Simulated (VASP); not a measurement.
# Al5H (P4mm) in VASP: further runs

The runs below take Al5H through single point, relaxation of cell and atoms, with PBE.

All numbers are computed with VASP 6.6.1; they aren't measurements. Logs are shortened: lines on timing, memory, paths and dates and some standing lists are left out, and cuts for length are marked.

## 1. The cell of the first run

The structure is tetragonal, space group P4mm (No. 99). Conventional cell: a = 3.531 Å, b = 3.531 Å, c = 7.179 Å, α = 90.00°, β = 90.00°, γ = 90.00°. Al (site symmetry 2mm) has 5 Al at 2.21 to 2.50 Å within 2.9 Å. Al (site symmetry 4mm) has 4 Al at 2.35 Å and 4 H at 2.75 Å within 3.1 Å. Al (site symmetry 2mm) has 2 H at 1.81 Å and 3 Al at 2.21 to 2.35 Å within 2.4 Å. Within 2.4 Å of H (site symmetry 4mm) lie 4 Al at 1.81 Å.

## 2. Single point, PBE

The input, INCAR:

```
SYSTEM = Al5H
ALGO = Normal
EDIFF = 1E-6
ENCUT = 520
GGA = PE
ISIF = 2
ISMEAR = 0
LASPH = .TRUE.
LCHARG = .FALSE.
LREAL = .FALSE.
LWAVE = .FALSE.
NBANDS = 17
NELM = 60
PREC = Accurate
SIGMA = 0.1
```

The input, KPOINTS:

```
k-points
0
G
  6 6 4
  0 0 0
```

The input, POSCAR:

```
Al5H
1.0
    3.5314985300      0.0000000000      0.0000000000
    0.0000000000      3.5314985300      0.0000000000
    0.0000000000      0.0000000000      7.1793493100
Al H
5 1
Direct
    0.5000000000      0.0000000000      0.7967020300
    0.0000000000      0.5000000000      0.7967020300
    0.0000000000      0.0000000000      0.3197600500
    0.5000000000      0.0000000000      0.1047587800
    0.0000000000      0.5000000000      0.1047587800
    0.5000000000      0.5000000000      0.1603000400
```

Potentials or basis: VASP PAW PBE potentials, release 64 (Al, H).

Started as:

```console
> cat potpaw_PBE.64/Al/POTCAR potpaw_PBE.64/H/POTCAR > POTCAR
> mpirun -np 1 vasp_std > vasp.out
```

OUTCAR:

```text
SYSTEM = Al5H
   EDIFF = 1E-6
   ENCUT = 520
   GGA = PE
   ISIF = 2
   ISMEAR = 0
   LASPH = .TRUE.
   LREAL = .FALSE.
   NELM = 60
   PREC = Accurate

 ion  position               nearest neighbor table
   1  0.500  0.000  0.797-   4 2.21   2 2.50   2 2.50   2 2.50   2 2.50   5 3.34   5 3.34   5 3.34
                             5 3.34
   2  0.000  0.500  0.797-   5 2.21   1 2.50   1 2.50   1 2.50   1 2.50   4 3.34   4 3.34   4 3.34
                             4 3.34
   3  0.000  0.000  0.320-   4 2.35   5 2.35   5 2.35   4 2.35
   4  0.500  0.000  0.105-   6 1.81   6 1.81   1 2.21   3 2.35   3 2.35   5 2.50   5 2.50   5 2.50
                             5 2.50   2 3.34   2 3.34   2 3.34   2 3.34
   5  0.000  0.500  0.105-   6 1.81   6 1.81   2 2.21   3 2.35   3 2.35   4 2.50   4 2.50   4 2.50
                             4 2.50   1 3.34   1 3.34   1 3.34   1 3.34
   6  0.500  0.500  0.160-   4 1.81   5 1.81   4 1.81   5 1.81

  LATTYP: Found a simple tetragonal cell.
 ALAT       =     3.5314985300
 C/A-ratio  =     2.0329469909

  Lattice vectors:

 A1 = (   3.5314985300,   0.0000000000,   0.0000000000)
 A2 = (   0.0000000000,   3.5314985300,   0.0000000000)
 A3 = (   0.0000000000,   0.0000000000,   7.1793493100)

Analysis of symmetry for initial positions (statically):
=====================================================================
 Subroutine PRICEL returns:
 Original cell was already a primitive cell.

 Routine SETGRP: Setting up the symmetry group for a
 simple tetragonal supercell.

 Subroutine GETGRP returns: Found  8 space group operations
 (whereof  8 operations were pure point group operations)
 out of a pool of 16 trial point group operations.

The static configuration has the point symmetry C_4v.

Analysis of symmetry for dynamics (positions and initial velocities):
=====================================================================
 Subroutine PRICEL returns:
 Original cell was already a primitive cell.

 Routine SETGRP: Setting up the symmetry group for a
 simple tetragonal supercell.

 Subroutine GETGRP returns: Found  8 space group operations
 (whereof  8 operations were pure point group operations)
 out of a pool of 16 trial point group operations.

The dynamic configuration has the point symmetry C_4v.

 Subroutine INISYM returns: Found  8 space group operations
 (whereof  8 operations are pure point group operations),
 and found     1 'primitive' translations

----------------------------------------------------------------------------------------

                                     Primitive cell

  volume of cell :      89.5371

  direct lattice vectors                    reciprocal lattice vectors
     3.531498530  0.000000000  0.000000000     0.283165911  0.000000000  0.000000000
     0.000000000  3.531498530  0.000000000     0.000000000  0.283165911  0.000000000
     0.000000000  0.000000000  7.179349310     0.000000000  0.000000000  0.139288389

  length of vectors
     3.531498530  3.531498530  7.179349310     0.283165911  0.283165911  0.139288389

  position of ions in fractional coordinates (direct lattice)
     0.500000000  0.000000000  0.796702030
     0.000000000  0.500000000  0.796702030
     0.000000000  0.000000000  0.319760050
     0.500000000  0.000000000  0.104758780
     0.000000000  0.500000000  0.104758780
     0.500000000  0.500000000  0.160300040

  ion indices of the primitive-cell ions
   primitive index   ion index
                 1           1
                 2           2
                 3           3
                 4           4
                 5           5
                 6           6

----------------------------------------------------------------------------------------

 KPOINTS: k-points

Automatic generation of k-mesh.
 Grid dimensions read from file:
 generate k-points for:    6    6    4

 Generating k-lattice:

  Cartesian coordinates                     Fractional coordinates (reciprocal lattice)
     0.047194319  0.000000000  0.000000000     0.166666667  0.000000000  0.000000000
     0.000000000  0.047194319  0.000000000     0.000000000  0.166666667  0.000000000
     0.000000000  0.000000000  0.034822097     0.000000000  0.000000000  0.250000000

  Length of vectors
     0.047194319  0.047194319  0.034822097

  Shift w.r.t. Gamma in fractional coordinates (k-lattice)
     0.000000000  0.000000000  0.000000000

 Subroutine IBZKPT returns following result:
 ===========================================

 Found     30 irreducible k-points:

 Following reciprocal coordinates:
            Coordinates               Weight
  0.000000  0.000000  0.000000      1.000000
  0.166667  0.000000  0.000000      4.000000
  0.333333  0.000000  0.000000      4.000000
  0.500000  0.000000  0.000000      2.000000
  0.166667  0.166667  0.000000      4.000000
  0.333333  0.166667  0.000000      8.000000
[... 16 lines left out ...]
  0.333333  0.000000  0.500000      4.000000
  0.500000  0.000000  0.500000      2.000000
 [... further k-points ...]
   k-points           NKPTS =     30   k-points in BZ     NKDIM =     30   number of bands    NBANDS=     17
   number of dos      NEDOS =    301   number of ions     NIONS =      6
   total plane-waves  NPLWV =  42336
   dimension x,y,z NGX =    28 NGY =   28 NGZ =   54
   dimension x,y,z NGXF=    56 NGYF=   56 NGZF=  108
   ions per type =               5   1
   NGX,Y,Z   is equivalent  to a cutoff of  13.18, 13.18, 12.50 a.u.
   NGXF,Y,Z  is equivalent  to a cutoff of  26.36, 26.36, 25.01 a.u.
 SYSTEM =  Al5H
   PREC   = accura    normal or accurate (medium, high low for compatibility)
   ISTART =      0    job   : 0-new  1-cont  2-samecut
   ICHARG =      2    charge: 1-file 2-atom 10-const
   ISPIN  =      1    spin polarized calculation?
   LNONCOLLINEAR =      F non collinear calculations
   LSORBIT =      F    spin-orbit coupling
   LASPH  =      T    aspherical Exc in radial PAW
   ENCUT  =  520.0 eV  38.22 Ry    6.18 a.u.   6.57  6.57 13.35*2*pi/ulx,y,z
   NELM   =     60;   NELMIN=  2; NELMDL= -5     # of ELM steps
   EDIFF  = 0.1E-05   stopping-criterion for ELM
   LREAL  =      F    real-space projection
   EDIFFG = 0.1E-04   stopping-criterion for IOM
   NSW    =      0    number of steps for IOM
   IBRION =     -1    ionic relax: 0-MD 1-quasi-New 2-CG
   NFREE  =      0    steps in history (QN), initial steepest desc. (CG)
   ISIF   =      2    stress and relaxation
   ISYM   =      2    0-nonsym 1-usesym 2-fastsym
   POTIM  = 0.5000    time-step for ionic-motion
   TEBEG  =    0.0;   TEEND  =   0.0 temperature during run
   PSTRESS=    0.0 pullay stress
   NELECT =      16.0000    total number of electrons
   NUPDOWN=      -1.0000    fix difference up-down
   EMIN   =  10.00;   EMAX   =-10.00  energy-range for DOS
   EFERMI =   0.00;   METHOD = LEGACY
   ISMEAR =     0;   SIGMA  =   0.10  broadening in eV -4-tet -1-fermi 0-gaus
   EFERMI_NEDOS =   21; number of points for ismear=-14 and -15
   IALGO  =     38    algorithm
   IMIX   =      4    mixing-type and parameters
     AMIX     =   0.40;   BMIX     =  1.00
     AMIX_MAG =   1.60;   BMIX_MAG =  1.00
  volume/ion in A,a.u.               =      14.92       100.70
  Fermi-wavevector in a.u.,A,eV,Ry     =   0.922105  1.742526 11.568733  0.850278
  Thomas-Fermi vector in A             =   2.047595
   LORBIT       =      0    0 simple, 1 ext, 2 COOP (PROOUT), +10 PAW based schemes
   GGA     = PE    functional components
   LHFCALC =     F    Hartree Fock is set to
   AEXX    =    0.0000 exact exchange contribution
   IVDW    =     0    specifies the selected vdW correction
   LEPSILON=     F    determine dielectric tensor
   LRPA    =     F    only Hartree local field effects (RPA)
 non-spin polarized calculation
 Gauss-broadening in eV      SIGMA  =   0.10
  energy-cutoff  :      520.00
  volume of cell :       89.54
 maximum number of plane-waves:      2450
 NGX is ok and might be reduce to    28
   NGX = 13   NGY = 13   NGZ = 27

 number of electron      16.0000001 magnetization

 Free energy of the ion-electron system (eV)
  ---------------------------------------------------
  ext. energy  EPLUGINS =         0.00000000
  ---------------------------------------------------
  free energy    TOTEN  =       -15.53905573 eV

  energy without entropy =      -15.52572426  energy(sigma->0) =      -15.53238999

 E-fermi :   6.6104     XC(G=0):  -9.6859

 val. band max:        6.5665516534   @ k =   0.1667   0.0000   0.2500
 cond. band min:       6.6231184861   @ k =   0.3333   0.1667   0.0000
 fundamental gap:      0.0565668327
 Fermi energy:         6.6104498565

 k-point     1 :       0.0000    0.0000    0.0000
  band No.  band energies     occupation
      1      -5.6879      2.00000
      2      -2.2523      2.00000
      3       1.0117      2.00000
      4       3.8054      2.00000
      5       5.2849      2.00000
      6       5.2849      2.00000
[... 9 lines left out ...]
     16      13.0052      0.00000
     17      14.6712      0.00000

 k-point     2 :       0.1667    0.0000    0.0000
  band No.  band energies     occupation
      1      -5.3736      2.00000
      2      -1.9396      2.00000
      3       1.1996      2.00000
      4       2.0912      2.00000
      5       4.8683      2.00000
      6       5.5649      2.00000
[... 9 lines left out ...]
     16      12.6193      0.00000
     17      14.0780      0.00000

 k-point     3 :       0.3333    0.0000    0.0000
  band No.  band energies     occupation
      1      -4.4541      2.00000
      2      -1.1000      2.00000
      3      -0.5136      2.00000
      4       2.2658      2.00000
      5       2.7475      2.00000
      6       5.9996      2.00000
[... 9 lines left out ...]
     16      12.7550      0.00000
     17      13.0932      0.00000

 k-point     4 :       0.5000    0.0000    0.0000
  band No.  band energies     occupation
      1      -3.3540      2.00000
      2      -2.2968      2.00000
      3       0.4794      2.00000
      4       0.6818      2.00000
      5       3.5490      2.00000
      6       4.2796      2.00000
[... 9 lines left out ...]
     16      11.9678      0.00000
     17      13.5367      0.00000

 k-point     5 :       0.1667    0.1667    0.0000
  band No.  band energies     occupation
      1      -5.0613      2.00000
      2      -1.6296      2.00000
      3       1.2841      2.00000
      4       2.0880      2.00000
      5       3.1999      2.00000
      6       5.4786      2.00000
[... 9 lines left out ...]
     16      13.3411      0.00000
     17      13.4393      0.00000

 k-point     6 :       0.3333    0.1667    0.0000
  band No.  band energies     occupation
      1      -4.1499      2.00000
      2      -0.8174      2.00000
      3      -0.2334      2.00000
      4       2.4779      2.00000
      5       2.9102      2.00000
      6       3.9191      2.00000
[... 9 lines left out ...]
     16      13.2280      0.00000
     17      13.5179      0.00000
[... 281 lines left out ...]
 k-point    21 :       0.0000    0.0000    0.5000
  band No.  band energies     occupation
      1      -5.6514      2.00000
      2      -2.5334      2.00000
      3       2.4529      2.00000
      4       3.0700      2.00000
      5       4.8917      2.00000
      6       5.3195      2.00000
[... 9 lines left out ...]
     16      13.1678      0.00000
     17      13.4583      0.00000

 k-point    22 :       0.1667    0.0000    0.5000
  band No.  band energies     occupation
      1      -5.3377      2.00000
      2      -2.2161      2.00000
      3       1.7641      2.00000
      4       2.8961      2.00000
      5       3.9583      2.00000
      6       5.2163      2.00000
[... 9 lines left out ...]
     16      12.9532      0.00000
     17      13.0725      0.00000

 k-point    23 :       0.3333    0.0000    0.5000
  band No.  band energies     occupation
      1      -4.4212      2.00000
      2      -1.2980      2.00000
      3      -0.5553      2.00000
      4       2.3738      2.00000
      5       3.7867      2.00000
      6       4.9786      2.00000
[... 9 lines left out ...]
     16      13.4492      0.00000
     17      13.9495      0.00000

 k-point    24 :       0.5000    0.0000    0.5000
  band No.  band energies     occupation
      1      -3.3367      2.00000
      2      -2.2328      2.00000
      3       0.2933      2.00000
      4       0.3163      2.00000
      5       5.1588      2.00000
      6       5.3746      2.00000
[... 9 lines left out ...]
     16      12.7602      0.00000
     17      14.8023      0.00000

 [... further k-points ...]
[... 5 lines left out ...]
  --------------------------------------------------------------------------------------
  -------------------------------------------------------------------------------------
  Total       16.1589465     16.1589465     22.7522070      0.0000000      0.0000000      0.0000000
  in kB      289.1481929    289.1481929    407.1279971      0.0000000      0.0000000      0.0000000
  external PRESSURE =     328.4747943 kB  Pullay stress =       0.0000000 kB

 VOLUME and BASIS-vectors are now :
 -----------------------------------------------------------------------------
  energy-cutoff  :      520.00
  volume of cell :       89.54
      direct lattice vectors                 reciprocal lattice vectors
     3.531498530  0.000000000  0.000000000     0.283165911  0.000000000  0.000000000
     0.000000000  3.531498530  0.000000000     0.000000000  0.283165911  0.000000000
     0.000000000  0.000000000  7.179349310     0.000000000  0.000000000  0.139288389

 POSITION                                       TOTAL-FORCE (eV/Angst)
 -----------------------------------------------------------------------------------
      1.76575      0.00000      5.71980         0.000000      0.000000     -4.033666
      0.00000      1.76575      5.71980        -0.000000      0.000000     -4.033666
      0.00000      0.00000      2.29567         0.000000      0.000000      5.624365
      1.76575      0.00000      0.75210         0.000000      0.000000      1.155206
      0.00000      1.76575      0.75210        -0.000000     -0.000000      1.155206
      1.76575      1.76575      1.15085         0.000000     -0.000000      0.132555
 -----------------------------------------------------------------------------------
    total drift:                               -0.000000     -0.000000     -0.000087

  FREE ENERGIE OF THE ION-ELECTRON SYSTEM (eV)
  ---------------------------------------------------
  free  energy   TOTEN  =       -15.5390557305 eV

  energy  without entropy=      -15.5257242570  energy(sigma->0) =      -15.53238999
```

Run time: 66 s. Hardware: 1 thread of Oxide Virtual Turin-like, shared host; peak memory 0.17 GiB.

Results:

- Free energy: -15.5391 eV
- Pressure: 32.8 GPa
- Largest force: 5.624 eV/Å
- Band gap on the k mesh: zero (band 8 reaches 7.56 eV, above the bottom of band 9 at 5.72 eV)

Forces in eV/Å, atoms in the order of the input:
```
Al   0.000  0.000 -4.034
Al   0.000  0.000 -4.034
Al   0.000  0.000  5.624
Al   0.000  0.000  1.155
Al   0.000  0.000  1.155
H    0.000  0.000  0.133
```

Caveat: forces of over 1 eV/Å act on the atoms, so gaps and moduli don't describe the material at rest.

(Continued in part 2 of 3.)
